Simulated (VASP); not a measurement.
The system is Ba3Hg.

```xyz
4
Lattice="-2.4942 2.4942 5.5714 2.4942 -2.4942 5.5714 2.4942 2.4942 -5.5714" Properties=species:S:1:pos:R:3 pbc="T T T"
Ba    0.0000    0.0000    5.5714
Ba    2.4942    0.0000    2.7857
Ba    0.0000    2.4942    2.7857
Hg    0.0000    0.0000    0.0000
```

| Property | Result |
| --- | --- |
| Program | VASP 6.6.1 |
| Task | relaxation of cell and atoms |
| Functional | PBE |
| Potentials or basis | VASP PAW PBE potentials, release 64 (Ba_sv, Hg) |
| Cutoff | 600 eV |
| k mesh | 6 × 6 × 6 |
| Occupations | gaussian, width 0.1 eV |
| Spin | no spin polarisation |

At the start: pressure 5.9 GPa; volume 34.66 Å³/atom.

Question: How do energy, volume and symmetry change on relaxing?

Answer: Over 7 steps the energy falls by 174.3 meV/atom and the volume is 47.32 Å³/atom (+36.5 %); space group I4/mmm (No. 139, to 0.1 Å) before and after.

The path:
```
step  energy change (eV)  largest force (eV/Å)  pressure (GPa)  volume (Å³)
   1              0.0000                0.0000            5.91       138.64
   2             -0.5887                0.0000            1.63       165.90
   3             -0.6801                0.0000            0.49       180.28
   4             -0.6917                0.0000            0.07       187.38
   5             -0.6919                0.0000            0.01       188.45
   6             -0.6936                0.0000            0.00       188.67
   7             -0.6972                0.0000           -0.02       189.28
```

Final structure:
```cif
data_structure
_symmetry_space_group_name_H-M 'P 1'
_symmetry_Int_Tables_number 1
_cell_length_a 7.3284
_cell_length_b 7.3284
_cell_length_c 7.3284
_cell_angle_alpha 135.707
_cell_angle_beta 135.707
_cell_angle_gamma 64.434
_cell_volume 189.28
loop_
_atom_site_label
_atom_site_type_symbol
_atom_site_fract_x
_atom_site_fract_y
_atom_site_fract_z
_atom_site_occupancy
Ba1 Ba 0.50000 0.50000 0.00000 1
Ba2 Ba 0.25000 0.75000 0.50000 1
Ba3 Ba 0.75000 0.25000 0.50000 1
Hg1 Hg 0.00000 0.00000 0.00000 1
```

Caveat: the volume moved by over 15 % at a fixed basis, so the end points are rough.
